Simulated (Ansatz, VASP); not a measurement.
One calculation of Ta, two programs

```xyz
1
Lattice="-1.7173 1.7173 1.5852 1.7173 -1.7173 1.5852 1.7173 1.7173 -1.5852" Properties=species:S:1:pos:R:3 pbc="T T T"
Ta    0.0000    0.0000    0.0000
```

Change from the starting cell: strain +0.040 along x and y, -0.040 along z, atoms carried along.

Alike in both runs: task single point; functional PBEsol; k mesh 20 × 20 × 20; occupations gaussian, width 0.15 eV; no spin polarisation.

|  | VASP | Ansatz |
| --- | --- | --- |
| version | VASP 6.6.1 | Ansatz 0.2.0 |
| potentials or method | VASP PAW PBE potentials, release 64 (Ta_pv), cutoff 520 eV | scalar-relativistic, plane waves, PAW |
| valence electrons in the cell | 11 | 13 |

```tsv
	VASP	Ansatz	Ansatz less VASP
gap on the k mesh at the Fermi level (eV)	none	none	-
pressure (GPa)	-9.9	-10.0	-0.09
traceless stress, the component that is largest in VASP (GPa)	4.13	4.15	+0.017
```

VASP's potentials were made for PBE, not for PBEsol. A gap of «none» marks a metal or a gap that the smearing closes. VASP's potentials hold 11 valence electrons a cell and Ansatz's 13, so a difference there can come from the potentials and not from the codes.

Neither program's run includes spin-orbit coupling.
